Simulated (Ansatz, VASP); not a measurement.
One calculation of Sb, two programs

Contents of INCAR:

```
SYSTEM = Sb
ALGO = Normal
DIPOL = 0.5 0.5 0.317
EDIFF = 1E-6
ENCUT = 400
GGA = PE
GGA_COMPAT = .FALSE.
IDIPOL = 3
ISIF = 2
ISMEAR = 0
IVDW = 12
LASPH = .TRUE.
LCHARG = .TRUE.
LDIPOL = .TRUE.
LELF = .TRUE.
LREAL = .FALSE.
LVACPOTAV = .TRUE.
LVHAR = .TRUE.
LWAVE = .FALSE.
NBANDS = 12
NELM = 120
NELMDL = -8
PREC = Accurate
SIGMA = 0.04
```

The input KPOINTS:

```
k-points
0
G
  12 12 1
  0 0 0
```

Contents of POSCAR:

```
Sb
1.0
    4.0960309279      0.0000000000      0.0000000000
   -2.0480154639      3.5472668382      0.0000000000
    0.0000000000      0.0000000000     26.8700000000
Sb
2
Direct
    0.3333333333      0.6666666667      0.2867814611
    0.6666666667      0.3333333333      0.3478301642
```

Input for Ansatz:

```yaml
crystal:
  lattice:
    - [4.0960309279, 0.0, 0.0]
    - [-2.0480154639, 3.5472668382, 0.0]
    - [0.0, 0.0, 26.87]
  atoms:
    - { symbol: Sb, position: [0.3333333333, 0.6666666667, 0.2867814611] }
    - { symbol: Sb, position: [0.6666666667, 0.3333333333, 0.3478301642] }
basis:
  ecutwfc: 420
kpoints:
  mp_grid: { grid: [12, 12, 1] }
hamiltonian:
  xc: pbe
  dispersion: d3bj
  pseudopotentials: { kind: paw, azcp: { folder: soft_1 } }
scf:
  occupations: { method: gaussian, width: 0.04 }
  n_extra_bands: 6
  max_iter: 160
output:
  forces: true
  eigenvalues: true
  write_density: true
  write_potential: true
  elf: true
  volumetric_format: npy
efield:
  axis: 3
  dipole_correction: true
```

Alike in both runs: task single point; functional PBE; dispersion D3(BJ); k mesh 12 × 12 × 1; occupations gaussian, width 0.04 eV; no spin polarisation.

```csv
,VASP,Ansatz
version,VASP 6.6.1,Ansatz 0.2.0
potentials or method,"VASP PAW PBE potentials, release 64 (Sb), cutoff 400 eV","scalar-relativistic, plane waves, PAW"
valence electrons in the cell,10,30
```

Ansatz gave:

- gap on the k mesh at the Fermi level (eV): 1.25
- least direct gap on the mesh (eV): 1.63
- rms of the force components (eV/Å): 0.000

Which values does VASP return?

gap on the k mesh at the Fermi level (eV): 1.26; least direct gap on the mesh (eV): 1.60; rms of the force components (eV/Å): 0.049.

Atom by atom the forces differ by 0.049 eV/Å (rms over components). VASP's potentials hold 10 valence electrons a cell and Ansatz's 30, so a difference there can come from the potentials and not from the codes.

Neither program's run includes spin-orbit coupling.
